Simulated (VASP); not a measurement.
# AlP in VASP: single point with PBE

Aim: the single point of AlP with PBE.

All numbers are computed with VASP 6.6.1; they aren't measurements. Logs are shortened: lines on timing, memory, paths and dates and some standing lists are left out, and cuts for length are marked.

**1. The cell of the first run**

The cell holds a slab with vacuum, 4 atoms: a = 3.854 Å, b = 3.854 Å, c = 18.934 Å, α = 90.00°, β = 90.00°, γ = 60.00°.

**2. Single point, PBE**

The input, INCAR:

```
SYSTEM = AlP
ALGO = Normal
DIPOL = 0.5 0.5 0.500
EDIFF = 1E-6
ENCUT = 400
GGA = PE
GGA_COMPAT = .FALSE.
IDIPOL = 3
ISIF = 2
ISMEAR = -1
LASPH = .TRUE.
LCHARG = .FALSE.
LDIPOL = .TRUE.
LREAL = .FALSE.
LWAVE = .FALSE.
NBANDS = 16
NELM = 120
NELMDL = -8
PREC = Accurate
SIGMA = 0.1
```

The input, KPOINTS:

```
k-points
0
G
  4 4 1
  0 0 0
```

The input, POSCAR:

```
AlP
1.0
    3.8544390642      0.0000000000      0.0000000000
    1.9272195321      3.3380421470      0.0000000000
    0.0000000000      0.0000000000     18.9339203967
Al P
2 2
Direct
    0.0000000000      0.0000000000      0.3961144783
    0.3333333333      0.3333333333      0.5623313130
    0.3333333333      0.3333333333      0.4376686870
    0.6666666667      0.6666666667      0.6038855217
```

Potentials or basis: VASP PAW PBE potentials, release 64 (Al, P).

Command:

```bash
cat potpaw_PBE.64/Al/POTCAR potpaw_PBE.64/P/POTCAR > POTCAR
mpirun -np 1 vasp_std > vasp.out
```

OUTCAR:

```text
SYSTEM = AlP
   EDIFF = 1E-6
   ENCUT = 400
   GGA = PE
   ISIF = 2
   ISMEAR = -1
   LASPH = .TRUE.
   LREAL = .FALSE.
   NELM = 120
   NELMDL = -8
   PREC = Accurate

 ion  position               nearest neighbor table
   1  0.000  0.000  0.396-   3 2.36   3 2.36   3 2.36
   2  0.333  0.333  0.562-   3 2.36   4 2.36   4 2.36   4 2.36
   3  0.333  0.333  0.438-   2 2.36   1 2.36   1 2.36   1 2.36
   4  0.667  0.667  0.604-   2 2.36   2 2.36   2 2.36

  LATTYP: Found a hexagonal cell.
 ALAT       =     3.8544390643
 C/A-ratio  =     4.9122375736

  Lattice vectors:

 A1 = (  -1.9272195321,  -3.3380421470,   0.0000000000)
 A2 = (   3.8544390642,   0.0000000000,   0.0000000000)
 A3 = (   0.0000000000,   0.0000000000,  18.9339203967)

Analysis of symmetry for initial positions (statically):
=====================================================================
 Subroutine PRICEL returns:
 Original cell was already a primitive cell.

 Routine SETGRP: Setting up the symmetry group for a
 hexagonal supercell.

 Subroutine GETGRP returns: Found  6 space group operations
 (whereof  6 operations were pure point group operations)
 out of a pool of 24 trial point group operations.

The static configuration has the point symmetry C_3v.

Analysis of symmetry for dynamics (positions and initial velocities):
=====================================================================
 Subroutine PRICEL returns:
 Original cell was already a primitive cell.

 Routine SETGRP: Setting up the symmetry group for a
 hexagonal supercell.

 Subroutine GETGRP returns: Found  6 space group operations
 (whereof  6 operations were pure point group operations)
 out of a pool of 24 trial point group operations.

The dynamic configuration has the point symmetry C_3v.

 Subroutine INISYM returns: Found  6 space group operations
 (whereof  6 operations are pure point group operations),
 and found     1 'primitive' translations

----------------------------------------------------------------------------------------

                                     Primitive cell

  volume of cell :     243.6091

  direct lattice vectors                    reciprocal lattice vectors
     3.854439064  0.000000000  0.000000000     0.259441123 -0.149788402  0.000000000
     1.927219532  3.338042147  0.000000000     0.000000000  0.299576805  0.000000000
     0.000000000  0.000000000 18.933920397     0.000000000  0.000000000  0.052815264

  length of vectors
     3.854439064  3.854439064 18.933920397     0.299576805  0.299576805  0.052815264

  position of ions in fractional coordinates (direct lattice)
     0.000000000  0.000000000  0.396114478
     0.333333333  0.333333333  0.562331313
     0.333333333  0.333333333  0.437668687
     0.666666667  0.666666667  0.603885522

  ion indices of the primitive-cell ions
   primitive index   ion index
                 1           1
                 2           2
                 3           3
                 4           4

----------------------------------------------------------------------------------------

 KPOINTS: k-points

Automatic generation of k-mesh.
 Grid dimensions read from file:
 generate k-points for:    4    4    1

 Generating k-lattice:

  Cartesian coordinates                     Fractional coordinates (reciprocal lattice)
     0.064860281 -0.037447101  0.000000000     0.250000000  0.000000000  0.000000000
     0.000000000  0.074894201  0.000000000     0.000000000  0.250000000  0.000000000
     0.000000000  0.000000000  0.052815264     0.000000000  0.000000000  1.000000000

  Length of vectors
     0.074894201  0.074894201  0.052815264

  Shift w.r.t. Gamma in fractional coordinates (k-lattice)
     0.000000000  0.000000000  0.000000000

 Subroutine IBZKPT returns following result:
 ===========================================

 Found      4 irreducible k-points:

 Following reciprocal coordinates:
            Coordinates               Weight
  0.000000  0.000000  0.000000      1.000000
  0.250000  0.000000  0.000000      6.000000
  0.500000  0.000000  0.000000      3.000000
  0.500000  0.250000  0.000000      6.000000
   k-points           NKPTS =      4   k-points in BZ     NKDIM =      4   number of bands    NBANDS=     16
   number of dos      NEDOS =    301   number of ions     NIONS =      4
   total plane-waves  NPLWV =  98784
   dimension x,y,z NGX =    28 NGY =   28 NGZ =  126
   dimension x,y,z NGXF=    56 NGYF=   56 NGZF=  252
   ions per type =               2   2
   NGX,Y,Z   is equivalent  to a cutoff of  12.08, 12.08, 11.06 a.u.
   NGXF,Y,Z  is equivalent  to a cutoff of  24.15, 24.15, 22.13 a.u.
 SYSTEM =  AlP
   PREC   = accura    normal or accurate (medium, high low for compatibility)
   ISTART =      0    job   : 0-new  1-cont  2-samecut
   ICHARG =      2    charge: 1-file 2-atom 10-const
   ISPIN  =      1    spin polarized calculation?
   LNONCOLLINEAR =      F non collinear calculations
   LSORBIT =      F    spin-orbit coupling
   LASPH  =      T    aspherical Exc in radial PAW
   ENCUT  =  400.0 eV  29.40 Ry    5.42 a.u.   6.29  6.29 30.88*2*pi/ulx,y,z
   NELM   =    120;   NELMIN=  2; NELMDL= -8     # of ELM steps
   EDIFF  = 0.1E-05   stopping-criterion for ELM
   LREAL  =      F    real-space projection
   EDIFFG = 0.1E-04   stopping-criterion for IOM
   NSW    =      0    number of steps for IOM
   IBRION =     -1    ionic relax: 0-MD 1-quasi-New 2-CG
   NFREE  =      0    steps in history (QN), initial steepest desc. (CG)
   ISIF   =      2    stress and relaxation
   ISYM   =      2    0-nonsym 1-usesym 2-fastsym
   POTIM  = 0.5000    time-step for ionic-motion
   TEBEG  =    0.0;   TEEND  =   0.0 temperature during run
   PSTRESS=    0.0 pullay stress
   NELECT =      16.0000    total number of electrons
   NUPDOWN=      -1.0000    fix difference up-down
   EMIN   =  10.00;   EMAX   =-10.00  energy-range for DOS
   EFERMI =   0.00;   METHOD = LEGACY
   ISMEAR =    -1;   SIGMA  =   0.10  broadening in eV -4-tet -1-fermi 0-gaus
   EFERMI_NEDOS =   21; number of points for ismear=-14 and -15
   IALGO  =     38    algorithm
   IMIX   =      4    mixing-type and parameters
     AMIX     =   0.40;   BMIX     =  1.00
     AMIX_MAG =   1.60;   BMIX_MAG =  1.00
  volume/ion in A,a.u.               =      60.90       410.99
  Fermi-wavevector in a.u.,A,eV,Ry     =   0.660516  1.248195  5.935977  0.436282
  Thomas-Fermi vector in A             =   1.732989
   LORBIT       =      0    0 simple, 1 ext, 2 COOP (PROOUT), +10 PAW based schemes
   GGA     = PE    functional components
   LHFCALC =     F    Hartree Fock is set to
   AEXX    =    0.0000 exact exchange contribution
   IVDW    =     0    specifies the selected vdW correction
   LEPSILON=     F    determine dielectric tensor
   LRPA    =     F    only Hartree local field effects (RPA)
 non-spin polarized calculation
  energy-cutoff  :      400.00
  volume of cell :      243.61
 maximum number of plane-waves:      4441
 NGX is ok and might be reduce to    28
   NGX = 13   NGY = 13   NGZ = 61

 number of electron      16.0000001 magnetization

 dipolmoment           0.000000      0.000000      0.192616 electrons x Angstroem

 Free energy of the ion-electron system (eV)
  ---------------------------------------------------
  ext. energy  EPLUGINS =         0.00000000
  ---------------------------------------------------
  free energy    TOTEN  =       -18.41585603 eV

  energy without entropy =      -18.36288947  energy(sigma->0) =      -18.38937275

 E-fermi :  -1.2320     XC(G=0):  -3.8836

 val. band max:       -1.3235868414   @ k =   0.0000   0.0000   0.0000
 cond. band min:      -0.9961004233   @ k =   0.5000   0.2500   0.0000
 fundamental gap:      0.3274864181
 Fermi energy:        -1.2320220905

 k-point     1 :       0.0000    0.0000    0.0000
  band No.  band energies     occupation
      1     -13.4828      2.00000
      2     -11.4982      2.00000
      3      -6.5683      2.00000
      4      -3.0454      2.00000
      5      -3.0454      2.00000
      6      -2.8290      2.00000
[... 8 lines left out ...]
     15       3.7026      0.00000
     16       3.7123      0.00000

 k-point     2 :       0.2500    0.0000    0.0000
  band No.  band energies     occupation
      1     -12.9452      2.00000
      2     -10.9621      2.00000
      3      -6.4565      2.00000
      4      -5.4105      2.00000
      5      -3.7733      2.00000
      6      -3.7001      2.00000
[... 8 lines left out ...]
     15       4.0741      0.00000
     16       4.4732      0.00000

 k-point     3 :       0.5000    0.0000    0.0000
  band No.  band energies     occupation
      1     -12.1531      2.00000
      2     -10.2168      2.00000
      3      -7.6717      2.00000
      4      -6.4780      2.00000
      5      -4.3417      2.00000
      6      -4.1738      2.00000
[... 8 lines left out ...]
     15       4.4171      0.00000
     16       5.3409      0.00000

 k-point     4 :       0.5000    0.2500    0.0000
  band No.  band energies     occupation
      1     -12.1867      2.00000
      2     -10.2288      2.00000
      3      -7.2498      2.00000
      4      -6.1216      2.00000
      5      -5.3065      2.00000
      6      -4.1483      2.00000
[... 8 lines left out ...]
     15       4.2864      0.00000
     16       4.9710      0.00000

------------------------ aborting loop because EDIFF is reached ----------------------------------------

 vacuum level on the upper side and lower side of the slab       (xc-potential included)         1.193        -1.368

  FORCE on cell =-STRESS in cart. coord.  units (eV):
  Direction    XX          YY          ZZ          XY          YZ          ZX
  --------------------------------------------------------------------------------------
  -------------------------------------------------------------------------------------
  Total        0.0353203      0.0353203      1.2372734      0.0000000      0.0000000     -0.0000000
  in kB        0.2322961      0.2322961      8.1373449      0.0000000      0.0000000     -0.0000000
  external PRESSURE =       2.8673124 kB  Pullay stress =       0.0000000 kB

 VOLUME and BASIS-vectors are now :
 -----------------------------------------------------------------------------
  energy-cutoff  :      400.00
  volume of cell :      243.61
      direct lattice vectors                 reciprocal lattice vectors
     3.854439064  0.000000000  0.000000000     0.259441123 -0.149788402  0.000000000
     1.927219532  3.338042147  0.000000000     0.000000000  0.299576805  0.000000000
     0.000000000  0.000000000 18.933920397     0.000000000  0.000000000  0.052815264

 POSITION                                       TOTAL-FORCE (eV/Angst)
 -----------------------------------------------------------------------------------
      0.00000      0.00000      7.50000         0.000000     -0.000000      0.711664
      1.92722      1.11268     10.64714        -0.000000      0.000000      1.460262
      1.92722      1.11268      8.28678        -0.000000      0.000000     -1.645788
      3.85444      2.22536     11.43392         0.000000     -0.000000     -0.526138
 -----------------------------------------------------------------------------------
    total drift:                                0.000000      0.000000     -0.000221

  FREE ENERGIE OF THE ION-ELECTRON SYSTEM (eV)
  ---------------------------------------------------
  free  energy   TOTEN  =       -18.4158560321 eV

  energy  without entropy=      -18.3628894707  energy(sigma->0) =      -18.38937275

 vacuum level on the upper side and lower side of the slab         4.609         1.931
```

Run time: 20 s. Hardware: 1 thread of AMD EPYC 9R45 (Zen 5), shared host; peak memory 0.26 GiB.

Results:

```
Free energy            : -18.4159 eV
Largest force          : 1.646 eV/Å
Band gap on the k mesh : 0.33 eV (least direct gap 0.59 eV)
```

Forces on the atoms (eV/Å):
```
Al   0.000  0.000  0.712
Al   0.000  0.000  1.460
P    0.000  0.000 -1.646
P    0.000  0.000 -0.526
```

Caveat: the k points lie up to 0.47 Å⁻¹ apart; semilocal functionals underestimate gaps, and a narrow one can read as zero.
